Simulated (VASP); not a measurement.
**HgTe: single point with PBE+D3(BJ)**

HgTe:

```
Hg Te
1.0
     0.00000    3.32199    3.32199
     3.32199    0.00000    3.32199
     3.32199    3.32199    0.00000
Hg Te
1 1
Direct
  0.00000 0.00000 0.00000
  0.25000 0.25000 0.25000
```

This cell differs from its parent crystal: volume scaled by 1.04.

```
Program                : VASP 6.6.1
Task                   : single point
Functional             : PBE
Dispersion             : D3(BJ)
Potentials or basis    : VASP PAW PBE potentials, release 64 (Hg, Te)
Cutoff                 : 520 eV
k mesh                 : 6 × 6 × 6
Occupations            : gaussian, width 0.05 eV
Spin                   : no spin polarisation
Dipole correction      : no
Further INCAR settings : ALGO = Normal; EDIFF = 1e-06; NBANDS = 16
```

- Pressure: -1.5 GPa
- Band gap on the k mesh: zero (filled and empty bands touch)
- Dispersion energy per atom: -0.327 eV

Levels at points of the mesh, in eV from the Fermi level:
```csv
k point,band 5,band 6,band 7,band 8,band 9,band 10,band 11,band 12,band 13,band 14
"(0.00, 0.00, 0.00)",-6.49,-6.49,-0.93,-0.02,-0.02,-0.02,4.35,4.35,4.35,6.49
"(0.50, 0.00, 0.00)",-6.47,-6.24,-4.99,-0.85,-0.85,0.68,5.09,5.09,6.79,7.75
"(0.50, 0.50, 0.00)",-6.44,-6.12,-5.02,-1.95,-1.95,1.89,2.68,7.92,8.50,8.50
```

Run time: 43 s on 1 thread of AMD EPYC 7R13, with other jobs on the host, peak memory 0.18 GiB.

Caveat: three body term missing; spin-orbit coupling is left out, which moves the levels of the heavy elements; pairwise dispersion overbinds metals, which lowers pressure and volume.
